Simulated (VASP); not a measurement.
# InPd (Cm) in VASP: single point with PBE

Aim: the single point of InPd with PBE.

All numbers are computed with VASP 6.6.1; they aren't measurements. Logs are shortened: lines on timing, memory, paths and dates and some standing lists are left out, and cuts for length are marked.

## Step 1: The cell of the first run

The structure is monoclinic, space group Cm (No. 8). Conventional cell: a = 4.627 Å, b = 4.627 Å, c = 3.272 Å, α = 90.00°, β = 90.00°, γ = 90.00°. In (site symmetry m) has 7 Pd at 2.21 to 3.15 Å and 6 In at 3.27 Å within 3.3 Å. Pd (site symmetry m) has 7 In at 2.21 to 3.15 Å and 6 Pd at 3.27 Å within 3.3 Å.

## Step 2: Single point, PBE (atom 2 (Pd) moved by (-0.450, -0.450) A along [1 1 0] and z)

INCAR reads:

```
PREC = Accurate
ENCUT = 520
EDIFF = 1E-7
ISMEAR = 0
SIGMA = 0.15
LREAL = False
LASPH = True
NELM = 60
ALGO = Fast
ISIF = 2
LWAVE = False
LCHARG = False
GGA = PE
NBANDS = 18
```

KPOINTS reads:

```
Automatic mesh
0
Gamma
  14 14 14
```

POSCAR reads:

```
InPd
1.0
    3.2718847800      0.0000000000      0.0000000000
    0.0000000000      3.2718847800      0.0000000000
    0.0000000000      0.0000000000      3.2718847800
In Pd
1 1
Direct
    0.0000000000      0.0000000000      0.0000000000
    0.4027477821      0.4027477821      0.3624645945
```

Potentials or basis: VASP PAW PBE potentials, release 64 (In_d, Pd).

Launch:

```console
$ cat potpaw_PBE.64/In_d/POTCAR potpaw_PBE.64/Pd/POTCAR > POTCAR
$ mpirun -np 1 vasp_std > vasp.out
```

OUTCAR:

```text
PREC = Accurate
   ENCUT = 520
   EDIFF = 1E-7
   ISMEAR = 0
   LREAL = False
   LASPH = True
   NELM = 60
   ISIF = 2
   GGA = PE

 ion  position               nearest neighbor table
   1  0.000  0.000  0.000-   2 2.21   2 2.64   2 2.64   2 2.80   2 3.01   2 3.15   2 3.15   2 3.46

   2  0.403  0.403  0.362-   1 2.21   1 2.64   1 2.64   1 2.80   1 3.01   1 3.15   1 3.15   1 3.46

  LATTYP: Found a simple cubic cell.
 ALAT       =     3.2718847800

  Lattice vectors:

 A1 = (   3.2718847800,   0.0000000000,   0.0000000000)
 A2 = (   0.0000000000,   3.2718847800,   0.0000000000)
 A3 = (   0.0000000000,   0.0000000000,   3.2718847800)

Analysis of symmetry for initial positions (statically):
=====================================================================
 Subroutine PRICEL returns:
 Original cell was already a primitive cell.

 Routine SETGRP: Setting up the symmetry group for a
 simple cubic supercell.

 Subroutine GETGRP returns: Found  2 space group operations
 (whereof  2 operations were pure point group operations)
 out of a pool of 48 trial point group operations.

The static configuration has the point symmetry C_1h.

Analysis of symmetry for dynamics (positions and initial velocities):
=====================================================================
 Subroutine PRICEL returns:
 Original cell was already a primitive cell.

 Routine SETGRP: Setting up the symmetry group for a
 simple cubic supercell.

 Subroutine GETGRP returns: Found  2 space group operations
 (whereof  2 operations were pure point group operations)
 out of a pool of 48 trial point group operations.

The dynamic configuration has the point symmetry C_1h.

 Subroutine INISYM returns: Found  2 space group operations
 (whereof  2 operations are pure point group operations),
 and found     1 'primitive' translations

----------------------------------------------------------------------------------------

                                     Primitive cell

  volume of cell :      35.0263

  direct lattice vectors                    reciprocal lattice vectors
     3.271884780  0.000000000  0.000000000     0.305634234  0.000000000  0.000000000
     0.000000000  3.271884780  0.000000000     0.000000000  0.305634234  0.000000000
     0.000000000  0.000000000  3.271884780     0.000000000  0.000000000  0.305634234

  length of vectors
     3.271884780  3.271884780  3.271884780     0.305634234  0.305634234  0.305634234

  position of ions in fractional coordinates (direct lattice)
     0.000000000  0.000000000  0.000000000
     0.402747782  0.402747782  0.362464594

  ion indices of the primitive-cell ions
   primitive index   ion index
                 1           1
                 2           2

----------------------------------------------------------------------------------------

 KPOINTS: Automatic mesh

Automatic generation of k-mesh.
 Grid dimensions read from file:
 generate k-points for:   14   14   14

 Generating k-lattice:

  Cartesian coordinates                     Fractional coordinates (reciprocal lattice)
     0.021831017  0.000000000  0.000000000     0.071428571  0.000000000  0.000000000
     0.000000000  0.021831017  0.000000000     0.000000000  0.071428571  0.000000000
     0.000000000  0.000000000  0.021831017     0.000000000  0.000000000  0.071428571

  Length of vectors
     0.021831017  0.021831017  0.021831017

  Shift w.r.t. Gamma in fractional coordinates (k-lattice)
     0.000000000  0.000000000  0.000000000

 Subroutine IBZKPT returns following result:
 ===========================================

 Found    744 irreducible k-points:

 Following reciprocal coordinates:
            Coordinates               Weight
  0.000000  0.000000  0.000000      1.000000
  0.071429  0.000000  0.000000      4.000000
  0.000000  0.000000  0.071429      2.000000
  0.142857  0.000000  0.000000      4.000000
  0.000000  0.000000  0.142857      2.000000
  0.214286  0.000000  0.000000      4.000000
[... 16 lines left out ...]
 -0.071429  0.142857  0.000000      4.000000
 -0.142857  0.000000  0.071429      4.000000
 [... further k-points ...]
   k-points           NKPTS =    744   k-points in BZ     NKDIM =    744   number of bands    NBANDS=     18
   number of dos      NEDOS =    301   number of ions     NIONS =      2
   total plane-waves  NPLWV =  13824
   dimension x,y,z NGX =    24 NGY =   24 NGZ =   24
   dimension x,y,z NGXF=    48 NGYF=   48 NGZF=   48
   ions per type =               1   1
   NGX,Y,Z   is equivalent  to a cutoff of  12.19, 12.19, 12.19 a.u.
   NGXF,Y,Z  is equivalent  to a cutoff of  24.39, 24.39, 24.39 a.u.
 SYSTEM =  unknown system
   PREC   = accura    normal or accurate (medium, high low for compatibility)
   ISTART =      0    job   : 0-new  1-cont  2-samecut
   ICHARG =      2    charge: 1-file 2-atom 10-const
   ISPIN  =      1    spin polarized calculation?
   LNONCOLLINEAR =      F non collinear calculations
   LSORBIT =      F    spin-orbit coupling
   LASPH  =      T    aspherical Exc in radial PAW
   ENCUT  =  520.0 eV  38.22 Ry    6.18 a.u.   6.08  6.08  6.08*2*pi/ulx,y,z
   NELM   =     60;   NELMIN=  2; NELMDL= -5     # of ELM steps
   EDIFF  = 0.1E-06   stopping-criterion for ELM
   LREAL  =      F    real-space projection
   EDIFFG = 0.1E-05   stopping-criterion for IOM
   NSW    =      0    number of steps for IOM
   IBRION =     -1    ionic relax: 0-MD 1-quasi-New 2-CG
   NFREE  =      0    steps in history (QN), initial steepest desc. (CG)
   ISIF   =      2    stress and relaxation
   ISYM   =      2    0-nonsym 1-usesym 2-fastsym
   POTIM  = 0.5000    time-step for ionic-motion
   TEBEG  =    0.0;   TEEND  =   0.0 temperature during run
   PSTRESS=    0.0 pullay stress
   NELECT =      23.0000    total number of electrons
   NUPDOWN=      -1.0000    fix difference up-down
   EMIN   =  10.00;   EMAX   =-10.00  energy-range for DOS
   EFERMI =   0.00;   METHOD = LEGACY
   ISMEAR =     0;   SIGMA  =   0.15  broadening in eV -4-tet -1-fermi 0-gaus
   EFERMI_NEDOS =   21; number of points for ismear=-14 and -15
   IALGO  =     68    algorithm
   IMIX   =      4    mixing-type and parameters
     AMIX     =   0.40;   BMIX     =  1.00
     AMIX_MAG =   1.60;   BMIX_MAG =  1.00
  volume/ion in A,a.u.               =      17.51       118.18
  Fermi-wavevector in a.u.,A,eV,Ry     =   1.422938  2.688964 27.548447  2.024754
  Thomas-Fermi vector in A             =   2.543589
   LORBIT       =      0    0 simple, 1 ext, 2 COOP (PROOUT), +10 PAW based schemes
   GGA     = PE    functional components
   LHFCALC =     F    Hartree Fock is set to
   AEXX    =    0.0000 exact exchange contribution
   IVDW    =     0    specifies the selected vdW correction
   LEPSILON=     F    determine dielectric tensor
   LRPA    =     F    only Hartree local field effects (RPA)
 non-spin polarized calculation
 RMM-DIIS sequential band-by-band and
 Gauss-broadening in eV      SIGMA  =   0.15
  energy-cutoff  :      520.00
  volume of cell :       35.03
 maximum number of plane-waves:       968
   NGX = 13   NGY = 13   NGZ = 13

 number of electron      22.9999989 magnetization

 Free energy of the ion-electron system (eV)
  ---------------------------------------------------
  ext. energy  EPLUGINS =         0.00000000
  ---------------------------------------------------
  free energy    TOTEN  =        -7.24870071 eV

  energy without entropy =       -7.24099899  energy(sigma->0) =       -7.24484985

 E-fermi :  10.5690     XC(G=0): -12.1291

 val. band max:       10.5662856243   @ k =  -0.3571  -0.2857   0.0714
 cond. band min:      10.5797519659   @ k =  -0.4286   0.2143   0.3571
 fundamental gap:      0.0134663416
 Fermi energy:        10.5689799398

 k-point     1 :       0.0000    0.0000    0.0000
  band No.  band energies     occupation
      1      -4.5758      2.00000
      2      -4.5511      2.00000
      3      -4.3829      2.00000
      4      -4.0574      2.00000
      5      -4.0465      2.00000
      6       0.4608      2.00000
[... 10 lines left out ...]
     17      20.6442      0.00000
     18      26.5136      0.00000

 k-point     2 :       0.0714    0.0000    0.0000
  band No.  band energies     occupation
      1      -4.5645      2.00000
      2      -4.5430      2.00000
      3      -4.3850      2.00000
      4      -4.0616      2.00000
      5      -4.0514      2.00000
      6       0.5414      2.00000
[... 10 lines left out ...]
     17      21.1664      0.00000
     18      26.4613      0.00000

 k-point     3 :       0.0000    0.0000    0.0714
  band No.  band energies     occupation
      1      -4.5745      2.00000
      2      -4.5335      2.00000
      3      -4.3849      2.00000
      4      -4.0644      2.00000
      5      -4.0485      2.00000
      6       0.5399      2.00000
[... 10 lines left out ...]
     17      20.8322      0.00000
     18      26.4544      0.00000

 k-point     4 :       0.1429    0.0000    0.0000
  band No.  band energies     occupation
      1      -4.5565      2.00000
      2      -4.4968      2.00000
      3      -4.3908      2.00000
      4      -4.0808      2.00000
      5      -4.0577      2.00000
      6       0.7820      2.00000
[... 375 lines left out ...]
      4      -4.0879      2.00000
      5      -4.0606      2.00000
      6       0.8556      2.00000
[... 10 lines left out ...]
     17      22.3562      0.00000
     18      26.3236      0.00000

 k-point    23 :      -0.0714    0.1429    0.0000
  band No.  band energies     occupation
      1      -4.5413      2.00000
      2      -4.4935      2.00000
      3      -4.3948      2.00000
      4      -4.0828      2.00000
      5      -4.0654      2.00000
      6       0.8607      2.00000
[... 10 lines left out ...]
     17      22.7736      0.00000
     18      25.5682      0.00000

 k-point    24 :      -0.1429    0.0000    0.0714
  band No.  band energies     occupation
      1      -4.5470      2.00000
      2      -4.4891      2.00000
      3      -4.3964      2.00000
      4      -4.0867      2.00000
      5      -4.0609      2.00000
      6       0.8595      2.00000
[... 10 lines left out ...]
     17      22.7917      0.00000
     18      25.6155      0.00000

 [... further k-points ...]

------------------------ aborting loop because EDIFF is reached ----------------------------------------

  FORCE on cell =-STRESS in cart. coord.  units (eV):
  Direction    XX          YY          ZZ          XY          YZ          ZX
  --------------------------------------------------------------------------------------
  -------------------------------------------------------------------------------------
  Total        6.9293143      6.9293143      5.3112447      4.0872036      4.3896788      4.3896786
  in kB      316.9617380    316.9617380    242.9477529    186.9574827    200.7933487    200.7933378
  external PRESSURE =     292.2904096 kB  Pullay stress =       0.0000000 kB

 VOLUME and BASIS-vectors are now :
 -----------------------------------------------------------------------------
  energy-cutoff  :      520.00
  volume of cell :       35.03
      direct lattice vectors                 reciprocal lattice vectors
     3.271884780  0.000000000  0.000000000     0.305634234  0.000000000  0.000000000
     0.000000000  3.271884780  0.000000000     0.000000000  0.305634234  0.000000000
     0.000000000  0.000000000  3.271884780     0.000000000  0.000000000  0.305634234

 POSITION                                       TOTAL-FORCE (eV/Angst)
 -----------------------------------------------------------------------------------
      0.00000      0.00000      0.00000        -4.018382     -4.018382     -4.252728
      1.31774      1.31774      1.18594         4.018382      4.018382      4.252728
 -----------------------------------------------------------------------------------
    total drift:                               -0.000162     -0.000162     -0.000218

  FREE ENERGIE OF THE ION-ELECTRON SYSTEM (eV)
  ---------------------------------------------------
  free  energy   TOTEN  =        -7.2487007059 eV

  energy  without entropy=       -7.2409989949  energy(sigma->0) =       -7.24484985
```

It took 7.1 min on 1 thread of Intel Xeon 8259CL, shared host; peak memory 0.55 GiB.

What came out:

```
Free energy            : -7.2487 eV
Pressure               : 29.2 GPa
Largest force          : 7.098 eV/Å
Band gap on the k mesh : zero (an odd number of electrons rules out a gap without spin polarisation)
```

Forces on the atoms (eV/Å):
```
In  -4.018 -4.018 -4.253
Pd   4.018  4.018  4.253
```

Stress tensor (GPa, compression positive):
```
31.70 18.70 20.08
18.70 31.70 20.08
20.08 20.08 24.29
```

Levels at points of the mesh, in eV from the Fermi level:
```
           k point  band 10  band 11  band 12  band 13  band 14  band 15
(0.00, 0.00, 0.00)    -2.62    -2.60     4.85     4.89     5.33     8.44
(0.50, 0.00, 0.00)    -3.20    -2.50    -1.39     7.58     8.21     9.80
(0.00, 0.00, 0.50)    -3.27    -2.57    -1.24     7.89     8.18    10.33
(0.50, 0.50, 0.00)    -2.14    -1.96    -1.80     1.22     2.35    10.25
(0.00, 0.50, 0.50)    -2.21    -1.99    -1.72     1.17     2.34    10.15
(0.50, 0.50, 0.50)    -2.01     0.21     2.20     2.61     3.16     5.07
```

Caveat: the cell differs from its parent crystal (atom 2 (Pd) moved by (-0.450, -0.450) A along [1 1 0] and z); the stress differs along the axes, from 24 to 32 GPa; spin-orbit coupling is left out, which moves the levels of the heavy elements; forces of over 1 eV/Å act on the atoms, so gaps and moduli don't describe the material at rest.
